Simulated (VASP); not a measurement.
# Si2Ni (Fd-3m) in VASP: further runs, part 2 of 2

VASP 6.6.1.

## 4. Single point, PBE, collinear spin, ferromagnetic start

The input, INCAR:

```
SYSTEM = Si2Ni
  PREC = Accurate
  ENCUT = 590
  EDIFF = 1E-6
  ISMEAR = 0
  SIGMA = 0.1
  LREAL = .FALSE.
  LASPH = .TRUE.
  NELM = 200
  ALGO = Normal
  ISIF = 2
  LWAVE = .FALSE.
  LCHARG = .TRUE.
  ISPIN = 2
  MAGMOM = 0 0 0 0 2 2
  LORBIT = 11
  LMAXMIX = 4
  GGA = PE
  LELF = .TRUE.
  LVHAR = .TRUE.
  NBANDS = 39
  GGA_COMPAT = .FALSE.
```

The input, KPOINTS:

```
regular mesh
0
G
  4 4 4
  0 0 0
```

The input, POSCAR:

```
Si2Ni
1.0
    0.0000000000      3.5028922900      3.5028922900
    3.5028922900      0.0000000000      3.5028922900
    3.5028922900      3.5028922900      0.0000000000
Si Ni
4 2
Direct
    0.6250000000      0.6250000000      0.6250000000
    0.6250000000      0.6250000000      0.1250000000
    0.6250000000      0.1250000000      0.6250000000
    0.1250000000      0.6250000000      0.6250000000
    0.7500000000      0.7500000000      0.7500000000
    0.5000000000      0.5000000000      0.5000000000
```

Potentials or basis: VASP PAW PBE potentials, release 64 (Si, Ni_sv_GW).

The run is started by

```bash
$ cat potpaw_PBE.64/Si/POTCAR potpaw_PBE.64/Ni_sv_GW/POTCAR > POTCAR
$ mpirun -np 1 vasp_std > vasp.out
```

OUTCAR:

```text
SYSTEM = Si2Ni
   PREC = Accurate
   ENCUT = 590
   EDIFF = 1E-6
   ISMEAR = 0
   LREAL = .FALSE.
   LASPH = .TRUE.
   NELM = 200
   ISIF = 2
   ISPIN = 2
   LORBIT = 11
   GGA = PE

 ion  position               nearest neighbor table
   1  0.625  0.625  0.625-   5 1.52   6 1.52   4 2.48   2 2.48   3 2.48   2 2.48   3 2.48   4 2.48

   2  0.625  0.625  0.125-   5 1.52   6 1.52   1 2.48   1 2.48   3 2.48   4 2.48   3 2.48   4 2.48

   3  0.625  0.125  0.625-   5 1.52   6 1.52   1 2.48   2 2.48   1 2.48   2 2.48   4 2.48   4 2.48

   4  0.125  0.625  0.625-   5 1.52   6 1.52   1 2.48   2 2.48   3 2.48   1 2.48   2 2.48   3 2.48

   5  0.750  0.750  0.750-   1 1.52   2 1.52   3 1.52   4 1.52
   6  0.500  0.500  0.500-   1 1.52   2 1.52   3 1.52   4 1.52

  LATTYP: Found a face centered cubic cell.
[... 866 lines left out ...]
  -------------------------------------------------------------------------------------
  Total      141.4055049    141.4055049    141.4055049     -0.0000000     -0.0000000      0.0000000
  in kB     2635.5214382   2635.5214382   2635.5214382     -0.0000000     -0.0000000      0.0000000
  external PRESSURE =    2635.5214382 kB  Pullay stress =       0.0000000 kB

 VOLUME and BASIS-vectors are now :
 -----------------------------------------------------------------------------
  energy-cutoff  :      590.00
  volume of cell :       85.96
      direct lattice vectors                 reciprocal lattice vectors
     0.000000000  3.502892290  3.502892290    -0.142739188  0.142739188  0.142739188
     3.502892290  0.000000000  3.502892290     0.142739188 -0.142739188  0.142739188
     3.502892290  3.502892290  0.000000000     0.142739188  0.142739188 -0.142739188

 POSITION                                       TOTAL-FORCE (eV/Angst)
 -----------------------------------------------------------------------------------
      4.37862      4.37862      4.37862         0.000000      0.000000      0.000000
      2.62717      2.62717      4.37862         0.000000      0.000000      0.000000
      2.62717      4.37862      2.62717         0.000000      0.000000      0.000000
      4.37862      2.62717      2.62717         0.000000      0.000000      0.000000
      5.25434      5.25434      5.25434        -0.000000     -0.000000     -0.000000
      3.50289      3.50289      3.50289         0.000000      0.000000      0.000000
 -----------------------------------------------------------------------------------
    total drift:                               -0.000000     -0.000000      0.000000

  FREE ENERGIE OF THE ION-ELECTRON SYSTEM (eV)
  ---------------------------------------------------
  free  energy   TOTEN  =        21.5369866826 eV

  energy  without entropy=       21.5390198511  energy(sigma->0) =       21.53800327

 total charge

# of ion       s       p       d       f       tot
--------------------------------------------------
    1        0.981   1.353   0.000   0.000   2.335
    2        0.981   1.353   0.000   0.000   2.335
    3        0.981   1.353   0.000   0.000   2.335
    4        0.981   1.353   0.000   0.000   2.335
    5        2.654   7.507   8.625   0.021  18.807
    6        2.654   7.507   8.625   0.021  18.807
--------------------------------------------------
tot          9.234  20.427  17.250   0.041  46.952

 magnetization (x)

# of ion       s       p       d       f       tot
--------------------------------------------------
    1        0.000   0.000   0.000   0.000   0.000
    2        0.000   0.000   0.000   0.000   0.000
    3        0.000   0.000   0.000   0.000   0.000
    4        0.000   0.000   0.000   0.000   0.000
    5       -0.000   0.000  -0.000   0.000  -0.000
    6       -0.000   0.000  -0.000   0.000  -0.000
--------------------------------------------------
tot          0.000   0.000  -0.000   0.000   0.000
```

OSZICAR:

```text
N       E                     dE             d eps       ncg     rms          rms(c)
DAV:   1     0.814412554610E+03    0.81441E+03   -0.32879E+04  2281   0.408E+03
DAV:   2     0.882394637275E+02   -0.72617E+03   -0.69576E+03  2416   0.127E+03
DAV:   3     0.231381489408E+02   -0.65101E+02   -0.64671E+02  2480   0.339E+02
DAV:   4     0.202149319102E+02   -0.29232E+01   -0.29216E+01  2336   0.559E+01
DAV:   5     0.200307707945E+02   -0.18416E+00   -0.18415E+00  2193   0.147E+01    0.375E+01
DAV:   6     0.205769791244E+02    0.54621E+00   -0.13010E+01  2024   0.208E+02    0.176E+01
DAV:   7     0.212125094700E+02    0.63553E+00   -0.59183E+00  2064   0.143E+02    0.120E+01
DAV:   8     0.215636492687E+02    0.35114E+00   -0.13474E+00  2168   0.661E+01    0.269E+00
DAV:   9     0.215425354583E+02   -0.21114E-01   -0.15503E-01  2376   0.156E+01    0.115E+00
DAV:  10     0.215391443734E+02   -0.33911E-02   -0.88226E-03  2260   0.111E+00    0.429E-01
DAV:  11     0.215373364104E+02   -0.18080E-02   -0.20608E-03  2400   0.101E+00    0.155E-01
DAV:  12     0.215372792281E+02   -0.57182E-04   -0.18372E-04  2160   0.369E-01    0.606E-02
DAV:  13     0.215370194979E+02   -0.25973E-03   -0.31488E-04  1829   0.244E-01    0.249E-02
DAV:  14     0.215369921537E+02   -0.27344E-04   -0.31994E-05  1792   0.929E-02    0.871E-03
DAV:  15     0.215369890270E+02   -0.31267E-05   -0.17938E-06  1357   0.497E-02    0.501E-03
DAV:  16     0.215369867116E+02   -0.23154E-05   -0.37819E-06  1394   0.284E-02    0.175E-03
DAV:  17     0.215369866826E+02   -0.28986E-07   -0.41592E-07   986   0.315E-02
   1 F= 0.21536987E+02 E0= 0.21538003E+02  d E =-.203317E-02  mag=    -0.0000
```

Run time: 82 s. Hardware: 1 thread of AMD EPYC 9R45 (Zen 5), shared host; peak memory 0.27 GiB.

Results:

| Property | Result |
| --- | --- |
| Free energy | 21.5370 eV |
| Pressure | 263.6 GPa |
| Band gap on the k mesh | 0.24 eV, indirect (least direct gap 1.45 eV) |
| Net moment | 0.00 μB per cell |
| Valence electrons inside the program's atomic spheres | Si 2.33; Ni 18.81 |

Caveat: the starting moments collapsed, and a magnetic state may lie lower. A k mesh can miss the band edges.
